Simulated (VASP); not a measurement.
# Mo3N in VASP: notebook

Runs on Mo3N. Level: PBE. Tasks: single point.

All numbers are computed with VASP 6.6.1; they aren't measurements. Logs are shortened: lines on timing, memory, paths and dates and some standing lists are left out, and cuts for length are marked.

## Step 1: The cell of the first run

The cell holds a slab with vacuum, 8 atoms: a = 4.470 Å, b = 4.470 Å, c = 20.860 Å, α = 90.00°, β = 90.00°, γ = 120.00°.

## Step 2: Single point, PBE

Input file INCAR:

```
  PREC = Accurate
  ENCUT = 520
  EDIFF = 1E-6
  ISMEAR = 0
  SIGMA = 0.1
  LREAL = False
  LASPH = True
  NELM = 60
  ALGO = Normal
  ISIF = 2
  LWAVE = False
  LCHARG = False
  LDIPOL = True
  IDIPOL = 3
  DIPOL = 0.5 0.5 0.373
  GGA = PE
  NBANDS = 57
```

Input file KPOINTS:

```
regular mesh
0
Gamma
  6 6 1
```

Input file POSCAR:

```
Mo3N
1.0
    4.4695765303      0.0000000000      0.0000000000
   -2.2347882651      3.8707668194      0.0000000000
    0.0000000000      0.0000000000     20.8595667262
Mo N
6 2
Direct
    0.6666666667      0.3333333334      0.1917585371
    0.3333333333      0.6666666666      0.2354961900
    0.0000000000      0.0000000000      0.2792338429
    0.6666666667      0.3333333334      0.3191171057
    0.3333333333      0.6666666666      0.3580407041
    0.0000000000      0.0000000000      0.3959606081
    0.4444444444      0.2222222222      0.5768742915
    0.4444444444      0.2222222222      0.6297293279
```

Potentials or basis: VASP PAW PBE potentials, release 64 (Mo_sv, N).

Started as:

```
$ cat potpaw_PBE.64/Mo_sv/POTCAR potpaw_PBE.64/N/POTCAR > POTCAR
$ mpirun -np 1 vasp_std > vasp.out
```

OUTCAR:

```text
PREC = Accurate
   ENCUT = 520
   EDIFF = 1E-6
   ISMEAR = 0
   LREAL = False
   LASPH = True
   NELM = 60
   ISIF = 2
   GGA = PE

 ion  position               nearest neighbor table
   1  0.667  0.333  0.192-   4 2.66   2 2.74   2 2.74   2 2.74   3 3.16   3 3.16   3 3.16
   2  0.333  0.667  0.235-   5 2.56   1 2.74   3 2.74   1 2.74   3 2.74   3 2.74   1 2.74   4 3.11
                             4 3.11   4 3.11
   3  0.000  0.000  0.279-   6 2.43   4 2.71   4 2.71   4 2.71   2 2.74   2 2.74   2 2.74   5 3.06
                             5 3.06   5 3.06   1 3.16   1 3.16   1 3.16
   4  0.667  0.333  0.319-   1 2.66   5 2.71   5 2.71   5 2.71   3 2.71   3 2.71   3 2.71   6 3.04
                             6 3.04   6 3.04   2 3.11   2 3.11   2 3.11
   5  0.333  0.667  0.358-   2 2.56   6 2.70   6 2.70   6 2.70   4 2.71   4 2.71   4 2.71   3 3.06
                             3 3.06   3 3.06
   6  0.000  0.000  0.396-   3 2.43   5 2.70   5 2.70   5 2.70   4 3.04   4 3.04   4 3.04
   7  0.444  0.222  0.577-   8 1.10
   8  0.444  0.222  0.630-   7 1.10

  LATTYP: Found a hexagonal cell.
 ALAT       =     4.4695765303
 C/A-ratio  =     4.6670118712

  Lattice vectors:

 A1 = (   4.4695765303,   0.0000000000,   0.0000000000)
 A2 = (  -2.2347882651,   3.8707668194,   0.0000000000)
 A3 = (   0.0000000000,   0.0000000000,  20.8595667262)

Analysis of symmetry for initial positions (statically):
=====================================================================
 Subroutine PRICEL returns:
 Original cell was already a primitive cell.

 Routine SETGRP: Setting up the symmetry group for a
 hexagonal supercell.

 Subroutine GETGRP returns: Found  2 space group operations
 (whereof  2 operations were pure point group operations)
 out of a pool of 24 trial point group operations.

The static configuration has the point symmetry C_1h.

Analysis of symmetry for dynamics (positions and initial velocities):
=====================================================================
 Subroutine PRICEL returns:
 Original cell was already a primitive cell.

 Routine SETGRP: Setting up the symmetry group for a
 hexagonal supercell.

 Subroutine GETGRP returns: Found  2 space group operations
 (whereof  2 operations were pure point group operations)
 out of a pool of 24 trial point group operations.

The dynamic configuration has the point symmetry C_1h.

 Subroutine INISYM returns: Found  2 space group operations
 (whereof  2 operations are pure point group operations),
 and found     1 'primitive' translations

----------------------------------------------------------------------------------------

                                     Primitive cell

  volume of cell :     360.8849

  direct lattice vectors                    reciprocal lattice vectors
     4.469576530  0.000000000  0.000000000     0.223734842  0.129173371  0.000000000
    -2.234788265  3.870766819  0.000000000     0.000000000  0.258346743  0.000000000
     0.000000000  0.000000000 20.859566726     0.000000000  0.000000000  0.047939634

  length of vectors
     4.469576530  4.469576530 20.859566726     0.258346743  0.258346743  0.047939634

  position of ions in fractional coordinates (direct lattice)
     0.666666667  0.333333333  0.191758537
     0.333333333  0.666666667  0.235496190
     0.000000000  0.000000000  0.279233843
     0.666666667  0.333333333  0.319117106
     0.333333333  0.666666667  0.358040704
     0.000000000  0.000000000  0.395960608
     0.444444444  0.222222222  0.576874291
     0.444444444  0.222222222  0.629729328

  ion indices of the primitive-cell ions
   primitive index   ion index
                 1           1
                 2           2
                 3           3
                 4           4
                 5           5
                 6           6
                 7           7
                 8           8

----------------------------------------------------------------------------------------

 KPOINTS: regular mesh

Automatic generation of k-mesh.
 Grid dimensions read from file:
 generate k-points for:    6    6    1

 Generating k-lattice:

  Cartesian coordinates                     Fractional coordinates (reciprocal lattice)
     0.037289140  0.021528895  0.000000000     0.166666667  0.000000000  0.000000000
     0.000000000  0.043057790  0.000000000     0.000000000  0.166666667  0.000000000
     0.000000000  0.000000000  0.047939634     0.000000000  0.000000000  1.000000000

  Length of vectors
     0.043057790  0.043057790  0.047939634

  Shift w.r.t. Gamma in fractional coordinates (k-lattice)
     0.000000000  0.000000000  0.000000000

 Subroutine IBZKPT returns following result:
 ===========================================

 Found     13 irreducible k-points:

 Following reciprocal coordinates:
            Coordinates               Weight
  0.000000  0.000000  0.000000      1.000000
  0.166667 -0.000000  0.000000      2.000000
  0.000000  0.166667  0.000000      4.000000
  0.333333  0.000000  0.000000      2.000000
  0.000000  0.333333  0.000000      4.000000
  0.500000  0.000000  0.000000      1.000000
  0.000000  0.500000  0.000000      2.000000
  0.166667  0.166667  0.000000      4.000000
 -0.166667  0.333333  0.000000      2.000000
  0.333333  0.166667  0.000000      4.000000
 -0.166667  0.500000  0.000000      4.000000
  0.500000  0.333333  0.000000      4.000000
  0.333333  0.333333  0.000000      2.000000
   k-points           NKPTS =     13   k-points in BZ     NKDIM =     13   number of bands    NBANDS=     57
   number of dos      NEDOS =    301   number of ions     NIONS =      8
   total plane-waves  NPLWV = 207360
   dimension x,y,z NGX =    36 NGY =   36 NGZ =  160
   dimension x,y,z NGXF=    72 NGYF=   72 NGZF=  320
   ions per type =               6   2
   NGX,Y,Z   is equivalent  to a cutoff of  13.39, 13.39, 12.75 a.u.
   NGXF,Y,Z  is equivalent  to a cutoff of  26.78, 26.78, 25.50 a.u.
 SYSTEM =  unknown system
   PREC   = accura    normal or accurate (medium, high low for compatibility)
   ISTART =      0    job   : 0-new  1-cont  2-samecut
   ICHARG =      2    charge: 1-file 2-atom 10-const
   ISPIN  =      1    spin polarized calculation?
   LNONCOLLINEAR =      F non collinear calculations
   LSORBIT =      F    spin-orbit coupling
   LASPH  =      T    aspherical Exc in radial PAW
   ENCUT  =  520.0 eV  38.22 Ry    6.18 a.u.   8.31  8.31 38.78*2*pi/ulx,y,z
   NELM   =     60;   NELMIN=  2; NELMDL= -5     # of ELM steps
   EDIFF  = 0.1E-05   stopping-criterion for ELM
   LREAL  =      F    real-space projection
   EDIFFG = 0.1E-04   stopping-criterion for IOM
   NSW    =      0    number of steps for IOM
   IBRION =     -1    ionic relax: 0-MD 1-quasi-New 2-CG
   NFREE  =      0    steps in history (QN), initial steepest desc. (CG)
   ISIF   =      2    stress and relaxation
   ISYM   =      2    0-nonsym 1-usesym 2-fastsym
   POTIM  = 0.5000    time-step for ionic-motion
   TEBEG  =    0.0;   TEEND  =   0.0 temperature during run
   PSTRESS=    0.0 pullay stress
   NELECT =      94.0000    total number of electrons
   NUPDOWN=      -1.0000    fix difference up-down
   EMIN   =  10.00;   EMAX   =-10.00  energy-range for DOS
   EFERMI =   0.00;   METHOD = LEGACY
   ISMEAR =     0;   SIGMA  =   0.10  broadening in eV -4-tet -1-fermi 0-gaus
   EFERMI_NEDOS =   21; number of points for ismear=-14 and -15
   IALGO  =     38    algorithm
   IMIX   =      4    mixing-type and parameters
     AMIX     =   0.40;   BMIX     =  1.00
     AMIX_MAG =   1.60;   BMIX_MAG =  1.00
  volume/ion in A,a.u.               =      45.11       304.42
  Fermi-wavevector in a.u.,A,eV,Ry     =   1.045509  1.975726 14.872388  1.093090
  Thomas-Fermi vector in A             =   2.180308
   LORBIT       =      0    0 simple, 1 ext, 2 COOP (PROOUT), +10 PAW based schemes
   GGA     = PE    functional components
   LHFCALC =     F    Hartree Fock is set to
   AEXX    =    0.0000 exact exchange contribution
   IVDW    =     0    specifies the selected vdW correction
   LEPSILON=     F    determine dielectric tensor
   LRPA    =     F    only Hartree local field effects (RPA)
 non-spin polarized calculation
 Gauss-broadening in eV      SIGMA  =   0.10
  energy-cutoff  :      520.00
  volume of cell :      360.88
 maximum number of plane-waves:      9745
 NGX is ok and might be reduce to    36
   NGX = 17   NGY = 17   NGZ = 77

 dipolmoment           0.000000      0.000000     -0.011736 electrons x Angstroem

 number of electron      94.0000014 magnetization

 dipolmoment           0.000000      0.000000      0.024156 electrons x Angstroem

 Free energy of the ion-electron system (eV)
  ---------------------------------------------------
  ext. energy  EPLUGINS =         0.00000000
  ---------------------------------------------------
  free energy    TOTEN  =       -75.36820587 eV

  energy without entropy =      -75.31509333  energy(sigma->0) =      -75.34164960

 E-fermi :   1.0093     XC(G=0):  -5.4740

 val. band max:        1.0024426644   @ k =   0.1667   0.1667   0.0000
 cond. band min:       1.0153940390   @ k =   0.3333   0.0000   0.0000
 fundamental gap:      0.0129513746
 Fermi energy:         1.0092980641

 k-point     1 :       0.0000    0.0000    0.0000
  band No.  band energies     occupation
      1     -60.1475      2.00000
      2     -59.9186      2.00000
      3     -59.8692      2.00000
      4     -59.8366      2.00000
      5     -59.6963      2.00000
      6     -59.6267      2.00000
[... 49 lines left out ...]
     56       2.7940      0.00000
     57       3.0501      0.00000

 k-point     2 :       0.1667   -0.0000    0.0000
  band No.  band energies     occupation
      1     -60.1263      2.00000
      2     -59.9186      2.00000
      3     -59.8767      2.00000
      4     -59.8355      2.00000
      5     -59.7019      2.00000
      6     -59.6371      2.00000
[... 654 lines left out ...]
      1     -59.9806      2.00000
      2     -59.9801      2.00000
      3     -59.9261      2.00000
      4     -59.8059      2.00000
      5     -59.7291      2.00000
      6     -59.6781      2.00000
[... 49 lines left out ...]
     56       2.5042      0.00000
     57       2.6257      0.00000

------------------------ aborting loop because EDIFF is reached ----------------------------------------

 vacuum level on the upper side and lower side of the slab       (xc-potential included)        -0.056        -0.324

  FORCE on cell =-STRESS in cart. coord.  units (eV):
  Direction    XX          YY          ZZ          XY          YZ          ZX
  --------------------------------------------------------------------------------------
  -------------------------------------------------------------------------------------
  Total       -5.6424029     -5.6189588      0.0126268     -0.0203032     -0.0230481     -0.0399204
  in kB      -25.0499003    -24.9458184      0.0560578     -0.0901376     -0.1023239     -0.1772300
  external PRESSURE =     -16.6465536 kB  Pullay stress =       0.0000000 kB

 VOLUME and BASIS-vectors are now :
 -----------------------------------------------------------------------------
  energy-cutoff  :      520.00
  volume of cell :      360.88
      direct lattice vectors                 reciprocal lattice vectors
     4.469576530  0.000000000  0.000000000     0.223734842  0.129173371  0.000000000
    -2.234788265  3.870766819  0.000000000     0.000000000  0.258346743  0.000000000
     0.000000000  0.000000000 20.859566726     0.000000000  0.000000000  0.047939634

 POSITION                                       TOTAL-FORCE (eV/Angst)
 -----------------------------------------------------------------------------------
      2.23479      1.29026      4.00000        -0.002814     -0.001625      1.438089
      0.00000      2.58051      4.91235         0.004227      0.002440     -0.255511
      0.00000      0.00000      5.82470        -0.001155     -0.000667     -1.374520
      2.23479      1.29026      6.65664        -0.000822     -0.000474     -0.090192
      0.00000      2.58051      7.46857         0.007500      0.004330      0.080821
      0.00000      0.00000      8.25957         0.004963      0.002865      0.194036
      1.48986      0.86017     12.03335        -0.019947     -0.011516     -1.752697
      1.48986      0.86017     13.13588         0.008049      0.004647      1.759975
 -----------------------------------------------------------------------------------
    total drift:                                0.000005      0.000003      0.000694

  FREE ENERGIE OF THE ION-ELECTRON SYSTEM (eV)
  ---------------------------------------------------
  free  energy   TOTEN  =       -75.3682058658 eV

  energy  without entropy=      -75.3150933316  energy(sigma->0) =      -75.34164960

 vacuum level on the upper side and lower side of the slab         4.721         4.436
```

It took 7.8 min on 1 thread of Intel Xeon 6975P-C (Granite Rapids), shared host; peak memory 0.58 GiB.

What came out:

```yaml
Free_energy: -75.3682 eV
Largest_force: 1.760 eV/Å
Band_gap_on_the_k_mesh: zero (bands 47 and 48 overlap by 0.09 eV)
```

Forces on the atoms (eV/Å):
```
Mo  -0.003 -0.002  1.438
Mo   0.004  0.002 -0.256
Mo  -0.001 -0.001 -1.375
Mo  -0.001  0.000 -0.090
Mo   0.007  0.004  0.081
Mo   0.005  0.003  0.194
N   -0.020 -0.012 -1.753
N    0.008  0.005  1.760
```

Caveat: the standard files for N, O and F lose accuracy on very short bonds.

## Step 3: Single point, PBE

Input file INCAR:

```
SYSTEM = Mo3N
PREC = Accurate
ENCUT = 520
EDIFF = 1E-6
ISMEAR = 0
SIGMA = 0.1
LREAL = .False.
LASPH = .True.
NELM = 80
ALGO = Normal
ISIF = 2
LWAVE = .False.
LCHARG = .True.
LDIPOL = .True.
IDIPOL = 3
DIPOL = 0.5 0.5 0.343
GGA = PE
LELF = .True.
LVHAR = .True.
LVACPOTAV = .True.
NBANDS = 57
```

Input file KPOINTS:

```
regular mesh
0
Gamma
  6 6 1
  0 0 0
```

Input file POSCAR:

```
Mo3N
1.0
    4.4695765303      0.0000000000      0.0000000000
   -2.2347882651      3.8707668194      0.0000000000
    0.0000000000      0.0000000000     20.8595667262
Mo N
6 2
Direct
    0.6666666667      0.3333333333      0.1917585371
    0.3333333333      0.6666666667      0.2354961900
    0.0000000000      0.0000000000      0.2792338429
    0.6666666667      0.3333333333      0.3191171057
    0.3333333333      0.6666666667      0.3580407041
    0.0000000000      0.0000000000      0.3959606081
    0.4444444444      0.8888888889      0.4527099155
    0.4444444444      0.8888888889      0.5078332299
```

Potentials or basis: VASP PAW PBE potentials, release 64 (Mo_sv, N).

Started as:

```
$ cat potpaw_PBE.64/Mo_sv/POTCAR potpaw_PBE.64/N/POTCAR > POTCAR
$ mpirun -np 1 vasp_std > vasp.out
```

Wall time 8.3 min (1 thread of Intel Xeon 6975P-C (Granite Rapids), shared host); peak memory 0.55 GiB.

The run converged. Its results:

* Free energy: -75.5210 eV
* Largest force: 1.910 eV/Å
* Band gap on the k mesh: zero (bands 47 and 48 overlap by 0.08 eV)

Forces in eV/Å, atoms in the order of the input:
```
Mo   0.000  0.138  1.905
Mo   0.000 -0.167 -1.161
Mo   0.000  0.167 -1.273
Mo   0.000  0.247 -0.887
Mo   0.000  0.302  1.096
Mo   0.000 -0.261  0.309
N    0.000 -0.997 -0.912
N    0.000  0.571  0.922
```

Levels at points of the mesh, in eV from the Fermi level:
| k point | band 44 | band 45 | band 46 | band 47 | band 48 | band 49 | band 50 | band 51 |
| --- | --- | --- | --- | --- | --- | --- | --- | --- |
| (0.00, 0.00, 0.00) | -1.21 | -1.20 | -1.17 | -0.63 | 0.19 | 0.75 | 1.07 | 1.20 |
| (0.50, 0.00, 0.00) | -1.29 | -0.75 | -0.26 | -0.03 | -0.02 | 0.50 | 0.78 | 1.06 |
| (0.00, 0.50, 0.00) | -1.14 | -0.68 | -0.22 | -0.04 | 0.13 | 0.28 | 0.41 | 1.10 |

Caveat: the standard files for N, O and F lose accuracy on very short bonds.
